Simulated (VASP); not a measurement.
# Mn2C (P6/mmm) in VASP: further runs

Runs on Mn2C. Level: PBE. Tasks: single point, relaxation of cell and atoms.

Program: VASP 6.6.1. These are calculated values, not measurements. Logs are shortened: lines on timing, memory, paths and dates and some standing lists are left out, and cuts for length are marked.

## 1. The cell of the first run

Symmetry: P6/mmm, No. 191, hexagonal system. Conventional cell: a = 3.600 Å, b = 3.600 Å, c = 2.532 Å, α = 90.00°, β = 90.00°, γ = 120.00°. Mn (site symmetry -6m2) has 5 Mn at 2.08 to 2.53 Å and 6 C at 2.43 Å within 2.8 Å. C (site symmetry 6/mmm) has 12 Mn at 2.43 Å and 2 C at 2.53 Å within 3.2 Å.

The cell was built from a structure type or drawn by symmetry, and may not be a known phase.

## 2. Single point, PBE, collinear spin, ferromagnetic start

The input, INCAR:

```
PREC     = Accurate       # precision mode
ENCUT    = 600            # plane-wave cutoff, eV
EDIFF    = 1E-6           # SCF threshold, eV
ISMEAR   = 0              # smearing method
SIGMA    = 0.1            # smearing width, eV
LREAL    = F              # projectors in reciprocal space
LASPH    = T              # aspherical terms in the spheres
NELM     = 200            # most SCF steps
ALGO     = Normal         # electronic algorithm
ISIF     = 2              # what is computed and relaxed
LWAVE    = F              # write WAVECAR
LCHARG   = T              # write CHGCAR
ISPIN    = 2              # spin polarisation
MAGMOM   = 4 4 0          # initial moments
LORBIT   = 11             # projections on sites
LMAXMIX  = 4              # l up to which the mixer works
GGA      = PE             # functional
LELF     = T              # ELF
LVHAR    = T            
NBANDS   = 26             # bands
GGA_COMPAT= F
```

The input, KPOINTS:

```
Automatic mesh
0
Gamma
  6 6 4
```

The input, POSCAR:

```
Mn2C
1.0
    3.5997079518     -0.0000000028      0.0000000000
   -1.7998539734      3.1174385339      0.0000000000
    0.0000000000      0.0000000000      2.5324156850
Mn C
2 1
Direct
    0.3333333333      0.6666666667      0.5000000000
    0.6666666667      0.3333333333      0.5000000000
    0.0000000000      0.0000000000      0.0000000000
```

Potentials or basis: VASP PAW PBE potentials, release 64 (Mn_pv, C).

Started as:

```
> cat potpaw_PBE.64/Mn_pv/POTCAR potpaw_PBE.64/C/POTCAR > POTCAR
> mpirun -np 1 vasp_std > vasp.out
```

OUTCAR:

```text
PREC = Accurate
   ENCUT = 600
   EDIFF = 1E-6
   ISMEAR = 0
   LREAL = F
   LASPH = T
   NELM = 200
   ISIF = 2
   ISPIN = 2
   LORBIT = 11
   GGA = PE

 ion  position               nearest neighbor table
   1  0.333  0.667  0.500-   2 2.08   2 2.08   2 2.08   3 2.43   3 2.43   3 2.43   3 2.43   3 2.43
                             3 2.43
   2  0.667  0.333  0.500-   1 2.08   1 2.08   1 2.08   3 2.43   3 2.43   3 2.43   3 2.43   3 2.43
                             3 2.43
   3  0.000  0.000  0.000-   1 2.43   2 2.43   1 2.43   2 2.43   1 2.43   1 2.43   2 2.43   2 2.43
                             2 2.43   2 2.43   1 2.43   1 2.43

  LATTYP: Found a hexagonal cell.
 ALAT       =     3.5997079518
 C/A-ratio  =     0.7035058730

  Lattice vectors:

 A1 = (   3.5997079518,  -0.0000000028,   0.0000000000)
 A2 = (  -1.7998539734,   3.1174385339,   0.0000000000)
 A3 = (   0.0000000000,   0.0000000000,   2.5324156850)

Analysis of symmetry for initial positions (statically):
=====================================================================
 Subroutine PRICEL returns:
 Original cell was already a primitive cell.

 Routine SETGRP: Setting up the symmetry group for a
 hexagonal supercell.

 Subroutine GETGRP returns: Found 24 space group operations
 (whereof 24 operations were pure point group operations)
 out of a pool of 24 trial point group operations.

The static configuration has the point symmetry D_6h.

Analysis of symmetry for dynamics (positions and initial velocities):
=====================================================================
 Subroutine PRICEL returns:
 Original cell was already a primitive cell.

 Routine SETGRP: Setting up the symmetry group for a
 hexagonal supercell.

 Subroutine GETGRP returns: Found 24 space group operations
 (whereof 24 operations were pure point group operations)
 out of a pool of 24 trial point group operations.

The dynamic configuration has the point symmetry D_6h.

Analysis of structural, dynamic, and magnetic symmetry:
=====================================================================
 Subroutine PRICEL returns:
 Original cell was already a primitive cell.

 Routine SETGRP: Setting up the symmetry group for a
 hexagonal supercell.

 Subroutine GETGRP returns: Found 24 space group operations
 (whereof 24 operations were pure point group operations)
 out of a pool of 24 trial point group operations.

The overall configuration has the point symmetry D_6h.

 Subroutine INISYM returns: Found 24 space group operations
 (whereof 24 operations are pure point group operations),
 and found     1 'primitive' translations

----------------------------------------------------------------------------------------

                                     Primitive cell

  volume of cell :      28.4184

  direct lattice vectors                    reciprocal lattice vectors
     3.599707952 -0.000000003  0.000000000     0.277800314  0.160388086  0.000000000
    -1.799853973  3.117438534  0.000000000     0.000000000  0.320776172  0.000000000
     0.000000000  0.000000000  2.532415685     0.000000000  0.000000000  0.394879879

  length of vectors
     3.599707952  3.599707952  2.532415685     0.320776172  0.320776172  0.394879879

  position of ions in fractional coordinates (direct lattice)
     0.333333333  0.666666667  0.500000000
     0.666666667  0.333333333  0.500000000
     0.000000000  0.000000000  0.000000000

  ion indices of the primitive-cell ions
   primitive index   ion index
                 1           1
                 2           2
                 3           3

----------------------------------------------------------------------------------------

 KPOINTS: Automatic mesh

Automatic generation of k-mesh.
 Grid dimensions read from file:
 generate k-points for:    6    6    4

 Generating k-lattice:

  Cartesian coordinates                     Fractional coordinates (reciprocal lattice)
     0.046300052  0.026731348  0.000000000     0.166666667  0.000000000  0.000000000
     0.000000000  0.053462695  0.000000000     0.000000000  0.166666667  0.000000000
     0.000000000  0.000000000  0.098719970     0.000000000  0.000000000  0.250000000

  Length of vectors
     0.053462695  0.053462695  0.098719970

  Shift w.r.t. Gamma in fractional coordinates (k-lattice)
     0.000000000  0.000000000  0.000000000

 Subroutine IBZKPT returns following result:
 ===========================================

 Found     21 irreducible k-points:

 Following reciprocal coordinates:
            Coordinates               Weight
  0.000000  0.000000  0.000000      1.000000
  0.166667  0.000000  0.000000      6.000000
  0.333333  0.000000  0.000000      6.000000
  0.500000  0.000000  0.000000      3.000000
  0.166667  0.166667  0.000000      6.000000
  0.333333  0.166667  0.000000     12.000000
[... 13 lines left out ...]
  0.333333  0.166667  0.500000     12.000000
  0.333333  0.333333  0.500000      2.000000
   k-points           NKPTS =     21   k-points in BZ     NKDIM =     21   number of bands    NBANDS=     26
   number of dos      NEDOS =    301   number of ions     NIONS =      3
   total plane-waves  NPLWV =  18000
   dimension x,y,z NGX =    30 NGY =   30 NGZ =   20
   dimension x,y,z NGXF=    60 NGYF=   60 NGZF=   40
   ions per type =               2   1
   NGX,Y,Z   is equivalent  to a cutoff of  13.85, 13.85, 13.13 a.u.
   NGXF,Y,Z  is equivalent  to a cutoff of  27.71, 27.71, 26.26 a.u.
 SYSTEM =  unknown system
   PREC   = accura    normal or accurate (medium, high low for compatibility)
   ISTART =      0    job   : 0-new  1-cont  2-samecut
   ICHARG =      2    charge: 1-file 2-atom 10-const
   ISPIN  =      2    spin polarized calculation?
   LNONCOLLINEAR =      F non collinear calculations
   LSORBIT =      F    spin-orbit coupling
   LASPH  =      T    aspherical Exc in radial PAW
   ENCUT  =  600.0 eV  44.10 Ry    6.64 a.u.   7.19  7.19  5.06*2*pi/ulx,y,z
   NELM   =    200;   NELMIN=  2; NELMDL= -5     # of ELM steps
   EDIFF  = 0.1E-05   stopping-criterion for ELM
   LREAL  =      F    real-space projection
   EDIFFG = 0.1E-04   stopping-criterion for IOM
   NSW    =      0    number of steps for IOM
   IBRION =     -1    ionic relax: 0-MD 1-quasi-New 2-CG
   NFREE  =      0    steps in history (QN), initial steepest desc. (CG)
   ISIF   =      2    stress and relaxation
   ISYM   =      2    0-nonsym 1-usesym 2-fastsym
   POTIM  = 0.5000    time-step for ionic-motion
   TEBEG  =    0.0;   TEEND  =   0.0 temperature during run
   PSTRESS=    0.0 pullay stress
   NELECT =      30.0000    total number of electrons
   NUPDOWN=      -1.0000    fix difference up-down
   EMIN   =  10.00;   EMAX   =-10.00  energy-range for DOS
   EFERMI =   0.00;   METHOD = LEGACY
   ISMEAR =     0;   SIGMA  =   0.10  broadening in eV -4-tet -1-fermi 0-gaus
   EFERMI_NEDOS =   21; number of points for ismear=-14 and -15
   IALGO  =     38    algorithm
   IMIX   =      4    mixing-type and parameters
     AMIX     =   0.40;   BMIX     =  1.00
     AMIX_MAG =   1.60;   BMIX_MAG =  1.00
  volume/ion in A,a.u.               =       9.47        63.93
  Fermi-wavevector in a.u.,A,eV,Ry     =   1.666922  3.150025 37.805528  2.778628
  Thomas-Fermi vector in A             =   2.753033
   LORBIT       =     11    0 simple, 1 ext, 2 COOP (PROOUT), +10 PAW based schemes
   GGA     = PE    functional components
   LHFCALC =     F    Hartree Fock is set to
   AEXX    =    0.0000 exact exchange contribution
   IVDW    =     0    specifies the selected vdW correction
   LEPSILON=     F    determine dielectric tensor
   LRPA    =     F    only Hartree local field effects (RPA)
 spin polarized calculation
 Gauss-broadening in eV      SIGMA  =   0.10
  energy-cutoff  :      600.00
  volume of cell :       28.42
 maximum number of plane-waves:       969
 NGX is ok and might be reduce to    30
   NGX = 15   NGY = 15   NGZ = 11

 number of electron      30.0000015 magnetization       0.0007248

 number of electron      30.0000015 magnetization      -0.0001290

 Free energy of the ion-electron system (eV)
  ---------------------------------------------------
  ext. energy  EPLUGINS =         0.00000000
  ---------------------------------------------------
  free energy    TOTEN  =       -22.91676668 eV

  energy without entropy =      -22.90666317  energy(sigma->0) =      -22.91171493

 E-fermi :  10.3868     XC(G=0): -13.6354

 val. band max:       10.3748695874   @ k =   0.3333   0.0000   0.2500
 cond. band min:      10.4916737320   @ k =   0.3333   0.1667   0.0000
 fundamental gap:      0.1168041446
 Fermi energy:        10.3867625632

 spin component 1

 k-point     1 :       0.0000    0.0000    0.0000
  band No.  band energies     occupation
      1     -38.5759      1.00000
      2     -38.5759      1.00000
      3     -37.8332      1.00000
      4     -37.5174      1.00000
      5     -37.3680      1.00000
      6     -37.3680      1.00000
[... 18 lines left out ...]
     25      25.8490      0.00000
     26      30.1431      0.00000
[... 556 lines left out ...]
      3     -38.0051      1.00000
      4     -37.9413      1.00000
      5     -37.9413      1.00000
      6     -37.1648      1.00000
[... 18 lines left out ...]
     25      24.6329      0.00000
     26      28.4250      0.00000
 Fermi energy:        10.3867625632

 spin component 2

 k-point     1 :       0.0000    0.0000    0.0000
  band No.  band energies     occupation
      1     -38.5760      1.00000
      2     -38.5760      1.00000
      3     -37.8333      1.00000
      4     -37.5175      1.00000
      5     -37.3680      1.00000
      6     -37.3680      1.00000
[... 18 lines left out ...]
     25      25.8490      0.00000
     26      30.1431      0.00000
[... 557 lines left out ...]
      4     -37.9414      1.00000
      5     -37.9414      1.00000
      6     -37.1649      1.00000
[... 18 lines left out ...]
     25      24.6329      0.00000
     26      28.4250      0.00000

------------------------ aborting loop because EDIFF is reached ----------------------------------------

  FORCE on cell =-STRESS in cart. coord.  units (eV):
  Direction    XX          YY          ZZ          XY          YZ          ZX
  --------------------------------------------------------------------------------------
  -------------------------------------------------------------------------------------
  Total        0.2798508      0.2798508     -0.0754200      0.0000000      0.0000000      0.0000000
  in kB       15.7774568     15.7774568     -4.2520352      0.0000000      0.0000000      0.0000000
  external PRESSURE =       9.1009595 kB  Pullay stress =       0.0000000 kB

 VOLUME and BASIS-vectors are now :
 -----------------------------------------------------------------------------
  energy-cutoff  :      600.00
  volume of cell :       28.42
      direct lattice vectors                 reciprocal lattice vectors
     3.599707952 -0.000000003  0.000000000     0.277800314  0.160388086  0.000000000
    -1.799853973  3.117438534  0.000000000     0.000000000  0.320776172  0.000000000
     0.000000000  0.000000000  2.532415685     0.000000000  0.000000000  0.394879879

 POSITION                                       TOTAL-FORCE (eV/Angst)
 -----------------------------------------------------------------------------------
      0.00000      2.07829      1.26621         0.000000     -0.000000      0.000000
      1.79985      1.03915      1.26621        -0.000000      0.000000      0.000000
      0.00000      0.00000      0.00000        -0.000000      0.000000      0.000000
 -----------------------------------------------------------------------------------
    total drift:                               -0.000000      0.000000      0.000000

  FREE ENERGIE OF THE ION-ELECTRON SYSTEM (eV)
  ---------------------------------------------------
  free  energy   TOTEN  =       -22.9167666825 eV

  energy  without entropy=      -22.9066631701  energy(sigma->0) =      -22.91171493

 total charge

# of ion       s       p       d       tot
------------------------------------------
    1        0.375   6.358   5.411  12.144
    2        0.375   6.358   5.411  12.144
    3        0.892   1.252   0.000   2.144
--------------------------------------------------
tot          1.643  13.968  10.821  26.432

 magnetization (x)

# of ion       s       p       d       tot
------------------------------------------
    1       -0.000  -0.000  -0.000  -0.000
    2       -0.000  -0.000  -0.000  -0.000
    3        0.000   0.000   0.000   0.000
--------------------------------------------------
tot          0.000   0.000  -0.000  -0.000
```

It took 32 s on 1 thread of Intel Xeon Platinum 8488C (Sapphire Rapids), shared host; peak memory 0.17 GiB.

Results:

```yaml
Free_energy: -22.9168 eV
Pressure: 0.9 GPa
Band_gap_on_the_k_mesh: zero (filled and empty bands overlap)
Net_moment: 0.00 μB per cell
Valence_electrons_inside_the_program's_atomic_spheres: Mn 12.14; C 2.14
```

Stress tensor (GPa, compression positive):
```
 1.58  0.00  0.00
 0.00  1.58  0.00
 0.00  0.00 -0.43
```

Levels at points of the mesh, in eV from the Fermi level:
Spin up:
| k point | band 12 | band 13 | band 14 | band 15 | band 16 | band 17 | band 18 | band 19 |
| --- | --- | --- | --- | --- | --- | --- | --- | --- |
| (0.00, 0.00, 0.00) | -1.72 | -1.41 | -1.08 | -1.08 | 0.98 | 0.98 | 1.86 | 2.22 |
| (0.50, 0.00, 0.00) | -2.39 | -2.14 | -1.54 | -1.44 | 0.49 | 1.11 | 1.38 | 1.49 |
| (0.00, 0.00, 0.50) | -2.77 | -1.60 | -1.60 | -1.24 | -1.24 | 0.48 | 2.19 | 3.07 |
| (0.50, 0.00, 0.50) | -2.29 | -2.26 | -0.86 | 0.41 | 1.18 | 1.39 | 2.08 | 2.16 |
Spin down:
```
           k point  band 11  band 12  band 13  band 14  band 15  band 16  band 17  band 18  band 19  band 20
(0.00, 0.00, 0.00)    -1.72    -1.72    -1.41    -1.08    -1.08     0.98     0.98     1.86     2.22     2.86
(0.50, 0.00, 0.00)    -2.82    -2.39    -2.14    -1.54    -1.44     0.49     1.10     1.38     1.49     3.65
(0.00, 0.00, 0.50)    -2.77    -2.77    -1.60    -1.60    -1.24    -1.24     0.48     2.19     3.07     3.07
(0.50, 0.00, 0.50)    -2.84    -2.29    -2.26    -0.86     0.41     1.18     1.39     2.08     2.16     2.56
```

Caveat: the k points lie up to 0.62 Å⁻¹ apart, too coarse for converged energies and pressures of a metal; atoms lie so close that the PAW spheres overlap strongly, which falsifies energies and pressures.

## 3. Relaxation of cell and atoms, PBE, collinear spin, ferromagnetic start

This run uses another cell than the first one, of 15.40 Å³/atom.

The input, INCAR:

```
ALGO = Normal ; EDIFF = 1E-7
EDIFFG = -0.04 ; ENCUT = 600
GGA = PE ; GGA_COMPAT = False
IBRION = 2 ; ISIF = 3
ISMEAR = 0 ; ISPIN = 2
LASPH = True ; LCHARG = False
LMAXMIX = 4 ; LORBIT = 11
LREAL = False ; LWAVE = False
MAGMOM = 4 4 0 ; NELM = 200
NELMIN = 4 ; NSW = 90
PREC = Accurate ; SIGMA = 0.1
```

The input, KPOINTS:

```
k-points
0
Gamma
  6 6 4
```

The input, POSCAR:

```
Mn2C
1.0
    3.6464441300      0.0000000000      0.0000000000
   -1.8232220600      3.1579132500      0.0000000000
    0.0000000000      0.0000000000      4.0119196400
Mn C
2 1
Direct
    0.3333333300      0.6666666700      0.5000000000
    0.6666666700      0.3333333300      0.5000000000
    0.0000000000      0.0000000000      0.0000000000
```

Potentials or basis: VASP PAW PBE potentials, release 64 (Mn_pv, C).

Started as:

```
> cat potpaw_PBE.64/Mn_pv/POTCAR potpaw_PBE.64/C/POTCAR > POTCAR
> mpirun -np 1 vasp_std > vasp.out
```

It took 5.5 min on 1 thread of Intel Xeon Platinum 8488C (Sapphire Rapids), shared host; peak memory 0.22 GiB.

It converged, with:

```yaml
Free_energy: -22.9268 eV
Relaxed_volume: 9.51 Å³/atom
Relaxed_cell: a = 3.608 Å, b = 3.608 Å, c = 2.530 Å, α = 90.00°, β = 90.00°, γ = 120.00°
Space_group_after_relaxing_to_0.1_Å: P6/mmm (No. 191)
Energy_gained_by_relaxing: 1243.2 meV/atom
Ionic_steps: 12
Pressure_after_relaxing: -0.3 GPa
Band_gap_on_the_k_mesh: zero (filled and empty bands overlap)
Net_moment: 0.00 μB per cell
Valence_electrons_inside_the_program's_atomic_spheres: Mn 12.13; C 2.14
```

Stress tensor (GPa, compression positive):
```
-0.34  0.00  0.00
 0.00 -0.34  0.00
 0.00  0.00 -0.16
```

The path:
```tsv
step	energy change (eV)	largest force (eV/Å)	pressure (GPa)	volume (Å³)
1	0.0000	0.0000	-20.57	46.20
2	-2.0461	0.0000	-3.94	34.01
3	-2.3966	0.0000	14.79	30.43
4	-3.3995	0.0000	14.05	28.18
5	-3.6000	0.0000	18.08	27.08
6	-2.9524	0.0000	43.46	24.67
7	-3.6131	0.0000	20.51	26.68
8	-3.7220	0.0000	-4.34	29.05
9	-3.7287	0.0000	-0.05	28.55
10	-3.7287	0.0000	-0.40	28.59
11	-3.7296	0.0000	-0.34	28.55
12	-3.7297	0.0000	-0.28	28.53
```

Final structure:
```
Mn C
1.0
     3.60812    0.00000    0.00000
    -1.80406    3.12472    0.00000
     0.00000    0.00000    2.53019
Mn C
2 1
Direct
  0.33333 0.66667 0.50000
  0.66667 0.33333 0.50000
  0.00000 0.00000 0.00000
```

Levels at points of the mesh, in eV from the Fermi level:
Spin up:
```tsv
k point	band 11	band 12	band 13	band 14	band 15	band 16	band 17	band 18	band 19	band 20
(0.00, 0.00, 0.00)	-1.72	-1.72	-1.42	-1.05	-1.05	0.99	0.99	1.81	2.26	2.85
(0.50, 0.00, 0.00)	-2.81	-2.39	-2.14	-1.50	-1.40	0.50	1.09	1.38	1.47	3.66
(0.00, 0.00, 0.50)	-2.76	-2.76	-1.59	-1.59	-1.23	-1.23	0.49	2.19	3.05	3.05
(0.50, 0.00, 0.50)	-2.81	-2.28	-2.24	-0.87	0.40	1.17	1.38	2.08	2.15	2.55
```
Spin down:
```
           k point  band 12  band 13  band 14  band 15  band 16  band 17  band 18  band 19
(0.00, 0.00, 0.00)    -1.72    -1.42    -1.05    -1.05     0.99     0.99     1.81     2.26
(0.50, 0.00, 0.00)    -2.39    -2.14    -1.50    -1.40     0.50     1.09     1.38     1.47
(0.00, 0.00, 0.50)    -2.76    -1.59    -1.59    -1.23    -1.23     0.49     2.19     3.05
(0.50, 0.00, 0.50)    -2.28    -2.24    -0.87     0.40     1.17     1.38     2.08     2.15
```

Caveat: the k points lie up to 0.62 Å⁻¹ apart in the final cell, too coarse for converged energies and pressures of a metal; the volume moved by over 15 % at a fixed basis, so the end points are rough; atoms lie so close that the PAW spheres overlap strongly, which falsifies energies and pressures.
